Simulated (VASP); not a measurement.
# La2FeCo2C in VASP: further runs

La2FeCo2C is run at these levels: PBE; tasks: single point, relaxation of cell and atoms.

All numbers are computed with VASP 6.6.1; they aren't measurements. Logs are shortened: lines on timing, memory, paths and dates and some standing lists are left out, and cuts for length are marked.

**1. The cell of the first run**

Symmetry: Immm, No. 71, orthorhombic system. The conventional cell has a = 4.075 Å, b = 5.948 Å, c = 8.946 Å, α = 90.00°, β = 90.00°, γ = 90.00°. La (site symmetry mm2) has 2 C at 2.67 Å and 6 Co at 3.00 to 3.20 Å and 4 Fe at 3.42 to 3.44 Å and 1 La at 3.46 Å within 3.5 Å. Within 2.3 Å of Co (site symmetry m2m) lie 1 C at 1.76 Å. Within 3.1 Å of Fe (site symmetry mmm) lie 4 Co at 2.37 Å. Within 2.3 Å of C (site symmetry mmm) lie 2 Co at 1.76 Å.

**2. Single point, PBE**

File INCAR:

```
PREC = Accurate
ENCUT = 520
EDIFF = 1E-6
ISMEAR = 0
SIGMA = 0.0121
LREAL = F
LASPH = T
NELM = 80
ALGO = Normal
ISIF = 2
LWAVE = F
LCHARG = F
GGA = PE
NBANDS = 35
```

File KPOINTS:

```
Automatic mesh
0
Gamma
  5 5 5
```

File POSCAR:

```
La2FeCo2C
1.0
   -2.0373046678      2.9738106400      4.4727542349
    4.0746093355      0.0000000000      0.0000000000
    2.0373046678      2.9738106400     -4.4727542349
La Co Fe C
2 2 1 1
Direct
    0.3065386164      0.8065386164      0.6934613836
    0.6934613836      0.1934613836      0.3065386164
    0.7964673142      0.5000000000      0.7964673142
    0.2035326858      0.5000000000      0.2035326858
    0.0000000000      0.0000000000      0.0000000000
    0.5000000000      0.5000000000      0.5000000000
```

Potentials or basis: VASP PAW PBE potentials, release 64 (La, Co, Fe, C).

The run is started by

```sh
> cat potpaw_PBE.64/La/POTCAR potpaw_PBE.64/Co/POTCAR potpaw_PBE.64/Fe/POTCAR potpaw_PBE.64/C/POTCAR > POTCAR
> mpirun -np 1 vasp_std > vasp.out
```

OUTCAR:

```text
PREC = Accurate
   ENCUT = 520
   EDIFF = 1E-6
   ISMEAR = 0
   LREAL = F
   LASPH = T
   NELM = 80
   ISIF = 2
   GGA = PE

 ion  position               nearest neighbor table
   1  0.307  0.807  0.693-   6 2.67   6 2.67   4 3.00   3 3.00   3 3.20   4 3.20   3 3.20   4 3.20
                             2 3.46
   2  0.693  0.193  0.307-   6 2.67   6 2.67   3 3.00   4 3.00   4 3.20   3 3.20   4 3.20   3 3.20
                             1 3.46
   3  0.796  0.500  0.796-   6 1.76   5 2.37   5 2.37   4 2.42   1 3.00   2 3.00   1 3.20   2 3.20
                             2 3.20   1 3.20
   4  0.204  0.500  0.204-   6 1.76   5 2.37   5 2.37   3 2.42   1 3.00   2 3.00   2 3.20   1 3.20
                             2 3.20   1 3.20
   5  0.000  0.000  0.000-   3 2.37   4 2.37   3 2.37   4 2.37
   6  0.500  0.500  0.500-   3 1.76   4 1.76   2 2.67   1 2.67   2 2.67   1 2.67

  LATTYP: Found a body centered orthorhombic cell.
 ALAT       =     4.0746093355
 B/A-ratio  =     1.4596789018
 C/A-ratio  =     2.1954272749

  Lattice vectors:

 A1 = (  -2.0373046678,   2.9738106400,   4.4727542349)
 A2 = (   2.0373046677,  -2.9738106400,   4.4727542349)
 A3 = (   2.0373046678,   2.9738106400,  -4.4727542349)

Analysis of symmetry for initial positions (statically):
=====================================================================
 Subroutine PRICEL returns:
 Original cell was already a primitive cell.

 Routine SETGRP: Setting up the symmetry group for a
 body centered orthorhombic supercell.

 Subroutine GETGRP returns: Found  8 space group operations
 (whereof  8 operations were pure point group operations)
 out of a pool of  8 trial point group operations.

The static configuration has the point symmetry D_2h.

Analysis of symmetry for dynamics (positions and initial velocities):
=====================================================================
 Subroutine PRICEL returns:
 Original cell was already a primitive cell.

 Routine SETGRP: Setting up the symmetry group for a
 body centered orthorhombic supercell.

 Subroutine GETGRP returns: Found  8 space group operations
 (whereof  8 operations were pure point group operations)
 out of a pool of  8 trial point group operations.

The dynamic configuration has the point symmetry D_2h.

 Subroutine INISYM returns: Found  8 space group operations
 (whereof  8 operations are pure point group operations),
 and found     1 'primitive' translations

----------------------------------------------------------------------------------------

                                     Primitive cell

  volume of cell :     108.3938

  direct lattice vectors                    reciprocal lattice vectors
    -2.037304668  2.973810640  4.472754235     0.000000000  0.168134444  0.111787944
     4.074609335  0.000000000  0.000000000     0.245422301  0.000000000  0.111787944
     2.037304668  2.973810640 -4.472754235     0.000000000  0.168134444 -0.111787944

  length of vectors
     5.744535706  4.074609335  5.744535706     0.201905265  0.269682499  0.201905265

  position of ions in fractional coordinates (direct lattice)
     0.306538616  0.806538616  0.693461384
     0.693461384  0.193461384  0.306538616
     0.796467314  0.500000000  0.796467314
     0.203532686  0.500000000  0.203532686
     0.000000000  0.000000000  0.000000000
     0.500000000  0.500000000  0.500000000

  ion indices of the primitive-cell ions
   primitive index   ion index
                 1           1
                 2           2
                 3           3
                 4           4
                 5           5
                 6           6

----------------------------------------------------------------------------------------

 KPOINTS: Automatic mesh

Automatic generation of k-mesh.
 Grid dimensions read from file:
 generate k-points for:    5    5    5

 Generating k-lattice:

  Cartesian coordinates                     Fractional coordinates (reciprocal lattice)
     0.000000000  0.033626889  0.022357589     0.200000000  0.000000000  0.000000000
     0.049084460  0.000000000  0.022357589     0.000000000  0.200000000  0.000000000
     0.000000000  0.033626889 -0.022357589     0.000000000  0.000000000  0.200000000

  Length of vectors
     0.040381053  0.053936500  0.040381053

  Shift w.r.t. Gamma in fractional coordinates (k-lattice)
     0.000000000  0.000000000  0.000000000

 Subroutine IBZKPT returns following result:
 ===========================================

 Found     27 irreducible k-points:

 Following reciprocal coordinates:
            Coordinates               Weight
  0.000000  0.000000  0.000000      1.000000
  0.200000  0.000000 -0.000000      4.000000
  0.400000  0.000000 -0.000000      4.000000
  0.000000  0.200000  0.000000      4.000000
  0.200000  0.200000  0.000000      8.000000
  0.400000  0.200000  0.000000      8.000000
[... 16 lines left out ...]
 -0.400000 -0.200000  0.200000      8.000000
 -0.200000 -0.200000  0.200000      4.000000
 [... further k-points ...]
   k-points           NKPTS =     27   k-points in BZ     NKDIM =     27   number of bands    NBANDS=     35
   number of dos      NEDOS =    301   number of ions     NIONS =      6
   total plane-waves  NPLWV =  69120
   dimension x,y,z NGX =    48 NGY =   30 NGZ =   48
   dimension x,y,z NGXF=    96 NGYF=   60 NGZF=   96
   ions per type =               2   2   1   1
   NGX,Y,Z   is equivalent  to a cutoff of  13.89, 12.24, 13.89 a.u.
   NGXF,Y,Z  is equivalent  to a cutoff of  27.78, 24.48, 27.78 a.u.
 SYSTEM =  unknown system
   PREC   = accura    normal or accurate (medium, high low for compatibility)
   ISTART =      0    job   : 0-new  1-cont  2-samecut
   ICHARG =      2    charge: 1-file 2-atom 10-const
   ISPIN  =      1    spin polarized calculation?
   LNONCOLLINEAR =      F non collinear calculations
   LSORBIT =      F    spin-orbit coupling
   LASPH  =      T    aspherical Exc in radial PAW
   ENCUT  =  520.0 eV  38.22 Ry    6.18 a.u.  10.68  7.58 10.68*2*pi/ulx,y,z
   NELM   =     80;   NELMIN=  2; NELMDL= -5     # of ELM steps
   EDIFF  = 0.1E-05   stopping-criterion for ELM
   LREAL  =      F    real-space projection
   EDIFFG = 0.1E-04   stopping-criterion for IOM
   NSW    =      0    number of steps for IOM
   IBRION =     -1    ionic relax: 0-MD 1-quasi-New 2-CG
   NFREE  =      0    steps in history (QN), initial steepest desc. (CG)
   ISIF   =      2    stress and relaxation
   ISYM   =      2    0-nonsym 1-usesym 2-fastsym
   POTIM  = 0.5000    time-step for ionic-motion
   TEBEG  =    0.0;   TEEND  =   0.0 temperature during run
   PSTRESS=    0.0 pullay stress
   NELECT =      52.0000    total number of electrons
   NUPDOWN=      -1.0000    fix difference up-down
   EMIN   =  10.00;   EMAX   =-10.00  energy-range for DOS
   EFERMI =   0.00;   METHOD = LEGACY
   ISMEAR =     0;   SIGMA  =   0.01  broadening in eV -4-tet -1-fermi 0-gaus
   EFERMI_NEDOS =   21; number of points for ismear=-14 and -15
   IALGO  =     38    algorithm
   IMIX   =      4    mixing-type and parameters
     AMIX     =   0.40;   BMIX     =  1.00
     AMIX_MAG =   1.60;   BMIX_MAG =  1.00
  volume/ion in A,a.u.               =      18.07       121.91
  Fermi-wavevector in a.u.,A,eV,Ry     =   1.281567  2.421810 22.346384  1.642413
  Thomas-Fermi vector in A             =   2.413929
   LORBIT       =      0    0 simple, 1 ext, 2 COOP (PROOUT), +10 PAW based schemes
   GGA     = PE    functional components
   LHFCALC =     F    Hartree Fock is set to
   AEXX    =    0.0000 exact exchange contribution
   IVDW    =     0    specifies the selected vdW correction
   LEPSILON=     F    determine dielectric tensor
   LRPA    =     F    only Hartree local field effects (RPA)
 non-spin polarized calculation
 Gauss-broadening in eV      SIGMA  =   0.01
  energy-cutoff  :      520.00
  volume of cell :      108.39
 maximum number of plane-waves:      2937
 NGX is ok and might be reduce to    48
   NGX = 21   NGY = 15   NGZ = 21

 number of electron      51.9999990 magnetization

 Free energy of the ion-electron system (eV)
  ---------------------------------------------------
  ext. energy  EPLUGINS =         0.00000000
  ---------------------------------------------------
  free energy    TOTEN  =       -41.50868313 eV

  energy without entropy =      -41.50848411  energy(sigma->0) =      -41.50858362

 E-fermi :   8.3818     XC(G=0): -11.0755

 val. band max:        8.3754491852   @ k =  -0.2000   0.2000   0.0000
 cond. band min:       8.4137830541   @ k =   0.0000   0.0000   0.0000
 fundamental gap:      0.0383338690
 Fermi energy:         8.3817535279

 k-point     1 :       0.0000    0.0000    0.0000
  band No.  band energies     occupation
      1     -24.0200      2.00000
      2     -23.7984      2.00000
      3      -8.2638      2.00000
      4      -8.1788      2.00000
      5      -7.6685      2.00000
      6      -7.4901      2.00000
[... 27 lines left out ...]
     34      10.6427      0.00000
     35      10.6837      0.00000

 k-point     2 :       0.2000    0.0000   -0.0000
  band No.  band energies     occupation
      1     -24.0022      2.00000
      2     -23.8164      2.00000
      3      -8.2970      2.00000
      4      -8.1245      2.00000
      5      -7.6641      2.00000
      6      -7.4943      2.00000
[... 27 lines left out ...]
     34      10.5222      0.00000
     35      10.5358      0.00000

 k-point     3 :       0.4000    0.0000   -0.0000
  band No.  band energies     occupation
      1     -23.9618      2.00000
      2     -23.8571      2.00000
      3      -8.3485      2.00000
      4      -7.9898      2.00000
      5      -7.6641      2.00000
      6      -7.6567      2.00000
[... 27 lines left out ...]
     34      10.4816      0.00000
     35      10.5581      0.00000
[... 723 lines left out ...]
 k-point    23 :      -0.4000   -0.2000    0.2000
  band No.  band energies     occupation
      1     -23.9256      2.00000
      2     -23.8724      2.00000
      3      -8.3798      2.00000
      4      -8.1990      2.00000
      5      -7.8478      2.00000
      6      -7.6644      2.00000
[... 27 lines left out ...]
     34      10.5571      0.00000
     35      10.6588      0.00000

 k-point    24 :      -0.2000   -0.2000    0.2000
  band No.  band energies     occupation
      1     -23.9569      2.00000
      2     -23.8411      2.00000
      3      -8.3394      2.00000
      4      -8.1657      2.00000
      5      -7.9211      2.00000
      6      -7.5899      2.00000
[... 27 lines left out ...]
     34      10.5679      0.00000
     35      10.6164      0.00000

 [... further k-points ...]

------------------------ aborting loop because EDIFF is reached ----------------------------------------

  FORCE on cell =-STRESS in cart. coord.  units (eV):
  Direction    XX          YY          ZZ          XY          YZ          ZX
  --------------------------------------------------------------------------------------
  -------------------------------------------------------------------------------------
  Total       -0.1335488      0.0978873     -0.2417142      0.0000000      0.0000000      0.0000000
  in kB       -1.9739952      1.4468799     -3.5727980      0.0000000      0.0000000      0.0000000
  external PRESSURE =      -1.3666378 kB  Pullay stress =       0.0000000 kB

 VOLUME and BASIS-vectors are now :
 -----------------------------------------------------------------------------
  energy-cutoff  :      520.00
  volume of cell :      108.39
      direct lattice vectors                 reciprocal lattice vectors
    -2.037304668  2.973810640  4.472754235     0.000000000  0.168134444  0.111787944
     4.074609335  0.000000000  0.000000000     0.245422301  0.000000000  0.111787944
     2.037304668  2.973810640 -4.472754235     0.000000000  0.168134444 -0.111787944

 POSITION                                       TOTAL-FORCE (eV/Angst)
 -----------------------------------------------------------------------------------
      4.07461      2.97381     -1.73061         0.000000      0.000000     -0.001949
     -0.00000      2.97381      1.73061        -0.000000      0.000000      0.001949
      2.03730      4.73709      0.00000        -0.000000      0.078767     -0.000000
      2.03730      1.21054      0.00000        -0.000000     -0.078767     -0.000000
      0.00000      0.00000      0.00000        -0.000000      0.000000      0.000000
      2.03730      2.97381      0.00000         0.000000     -0.000000     -0.000000
 -----------------------------------------------------------------------------------
    total drift:                               -0.000000     -0.000000      0.000000

  FREE ENERGIE OF THE ION-ELECTRON SYSTEM (eV)
  ---------------------------------------------------
  free  energy   TOTEN  =       -41.5086831332 eV

  energy  without entropy=      -41.5084841110  energy(sigma->0) =      -41.50858362
```

It took 3 min on 1 thread of Intel Xeon Platinum 8559C (Emerald Rapids), shared host; peak memory 0.33 GiB.

What came out:

| Quantity | Value |
| --- | --- |
| Free energy | -41.5087 eV |
| Pressure | -0.1 GPa |
| Largest force | 0.079 eV/Å |
| Band gap on the k mesh | zero (band 26 reaches 8.52 eV, above the bottom of band 27 at 8.22 eV) |

Forces on the atoms (eV/Å):
```
La   0.000  0.000 -0.002
La   0.000  0.000  0.002
Co   0.000  0.079  0.000
Co   0.000 -0.079  0.000
Fe   0.000  0.000  0.000
C    0.000  0.000  0.000
```

Stress tensor (GPa, compression positive):
```
-0.20  0.00  0.00
 0.00  0.14  0.00
 0.00  0.00 -0.36
```

Caveat: spin-orbit coupling is left out, which moves the levels of the heavy elements. Spin polarisation is off, so any magnetic state and its effect on volume and gap are missing.

**3. Single point, PBE**

File INCAR:

```
PREC = Accurate
ENCUT = 520
EDIFF = 1E-6
ISMEAR = 0
SIGMA = 0.0121
LREAL = False
LASPH = True
NELM = 60
ALGO = Normal
ISIF = 2
LWAVE = False
LCHARG = False
GGA = PE
NBANDS = 35
```

KPOINTS is that of step 2.

File POSCAR:

```
La2FeCo2C
1.0
   -2.0373046845      2.9738106578      4.4727542873
    4.0746093690      0.0000000000      0.0000000000
    2.0373046845      2.9738106578     -4.4727542873
La Co Fe C
2 2 1 1
Direct
    0.3065386189      0.8065386189      0.6934613811
    0.6934613811      0.1934613811      0.3065386189
    0.7964673145      0.5000000000      0.7964673145
    0.2035326855      0.5000000000      0.2035326855
    0.0000000000      0.0000000000      0.0000000000
    0.5000000000      0.5000000000      0.5000000000
```

Potentials or basis: VASP PAW PBE potentials, release 64 (La, Co, Fe, C).

The run is started by

```sh
> cat potpaw_PBE.64/La/POTCAR potpaw_PBE.64/Co/POTCAR potpaw_PBE.64/Fe/POTCAR potpaw_PBE.64/C/POTCAR > POTCAR
> mpirun -np 1 vasp_std > vasp.out
```

Wall time 2.8 min (1 thread of Intel Xeon Platinum 8559C (Emerald Rapids), shared host); peak memory 0.33 GiB.

Results (log left out):

| Item | Value |
| --- | --- |
| Free energy | -41.5087 eV |
| Pressure | -0.1 GPa |
| Largest force | 0.079 eV/Å |
| Band gap on the k mesh | zero (band 26 reaches 8.52 eV, above the bottom of band 27 at 8.22 eV) |

Forces on the atoms (eV/Å):
```
La   0.000  0.000 -0.002
La   0.000  0.000  0.002
Co   0.000  0.079  0.000
Co   0.000 -0.079  0.000
Fe   0.000  0.000  0.000
C    0.000  0.000  0.000
```

Stress tensor (GPa, compression positive):
```
-0.20  0.00  0.00
 0.00  0.14  0.00
 0.00  0.00 -0.36
```

Levels at points of the mesh, in eV from the Fermi level:
| k point | band 23 | band 24 | band 25 | band 26 | band 27 | band 28 | band 29 | band 30 |
| --- | --- | --- | --- | --- | --- | --- | --- | --- |
| (0.00, 0.00, 0.00) | -1.07 | -0.95 | -0.61 | -0.56 | -0.08 | 0.03 | 0.35 | 0.65 |

Caveat: spin-orbit coupling is left out, which moves the levels of the heavy elements. Spin polarisation is off, so any magnetic state and its effect on volume and gap are missing.

**4. Single point, PBE**

File INCAR:

```
PREC     = Accurate       # precision mode
ENCUT    = 520            # plane-wave cutoff, eV
EDIFF    = 1E-6           # SCF threshold, eV
ISMEAR   = 0              # smearing method
SIGMA    = 0.0121         # smearing width, eV
LREAL    = False          # projectors in reciprocal space
LASPH    = True           # aspherical terms in the spheres
NELM     = 100            # most SCF steps
ALGO     = Normal         # electronic algorithm
ISIF     = 2              # what is computed and relaxed
LWAVE    = False          # write WAVECAR
LCHARG   = True           # write CHGCAR
GGA      = PE             # functional
LELF     = True           # ELF
LVHAR    = True         
NBANDS   = 35             # bands
```

KPOINTS is that of step 3.

File POSCAR:

```
La2FeCo2C
1.0
   -2.0373043690      2.9738102984      4.4727553470
    4.0746087381      0.0000000000      0.0000000000
    2.0373043690      2.9738102984     -4.4727553470
La Co Fe C
2 2 1 1
Direct
    0.3065386310      0.8065386310      0.6934613690
    0.6934613690      0.1934613690      0.3065386310
    0.7964673687      0.5000000000      0.7964673687
    0.2035326313      0.5000000000      0.2035326313
    0.0000000000      0.0000000000      0.0000000000
    0.5000000000      0.5000000000      0.5000000000
```

The run is started by

```sh
> cat potpaw_PBE.64/La/POTCAR potpaw_PBE.64/Co/POTCAR potpaw_PBE.64/Fe/POTCAR potpaw_PBE.64/C/POTCAR > POTCAR
> mpirun -np 1 vasp_std > vasp.out
```

It took 2.6 min on 1 thread of Intel Xeon Platinum 8559C (Emerald Rapids), shared host; peak memory 0.34 GiB.

Results (log left out):

```yaml
Free_energy: -41.5087 eV
Pressure: -0.1 GPa
Largest_force: 0.079 eV/Å
Band_gap_on_the_k_mesh: zero (band 26 reaches 8.52 eV, above the bottom of band 27 at 8.22 eV)
```

Forces on the atoms (eV/Å):
```
La   0.000  0.000 -0.002
La   0.000  0.000  0.002
Co   0.000  0.079  0.000
Co   0.000 -0.079  0.000
Fe   0.000  0.000  0.000
C    0.000  0.000  0.000
```

Stress tensor (GPa, compression positive):
```
-0.20  0.00  0.00
 0.00  0.14  0.00
 0.00  0.00 -0.36
```

Levels at points of the mesh, in eV from the Fermi level:
| k point | band 22 | band 23 | band 24 | band 25 | band 26 | band 27 | band 28 | band 29 | band 30 | band 31 |
| --- | --- | --- | --- | --- | --- | --- | --- | --- | --- | --- |
| (0.00, 0.00, 0.00) | -1.24 | -1.07 | -0.95 | -0.61 | -0.56 | -0.08 | 0.03 | 0.35 | 0.65 | 1.56 |

Caveat: spin-orbit coupling is left out, which moves the levels of the heavy elements. Spin polarisation is off, so any magnetic state and its effect on volume and gap are missing.

[end of part 1 of 2]
